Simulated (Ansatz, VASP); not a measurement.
**One calculation of Ni, two programs**

```
Ni
1.0
     0.00000    1.75969    1.75969
     1.75969    0.00000    1.75969
     1.75969    1.75969    0.00000
Ni
1
Direct
  0.00000 0.00000 0.00000
```

Alike in both runs: task single point; functional PBE; k mesh 15 × 15 × 15; occupations gaussian, width 0.1 eV; collinear spin.

|  | VASP | Ansatz |
| --- | --- | --- |
| version | VASP 6.6.1 | Ansatz 0.2.0 |
| potentials or method | VASP PAW PBE potentials, release 64 (Ni), cutoff 520 eV | plane waves (420 eV) with PAW, scalar-relativistic |
| valence electrons in the cell | 10 | 18 |

VASP gave:

| Item | Value |
| --- | --- |
| pressure (GPa) | -0.1 |
| net moment per atom (μB) | 0.64 |
| size of the moment on the site where the two differ most (μB) | 0.66 |

**Question.** Estimate Ansatz's values.

**Answer.** Pressure (GPa): 0.0; net moment per atom (μB): 0.66; size of the moment on the site where the two differ most (μB): 0.70.

Site moments also hang on the region over which each program counts them. VASP's potentials hold 10 valence electrons a cell and Ansatz's 18, so a difference there can come from the potentials and not from the codes.
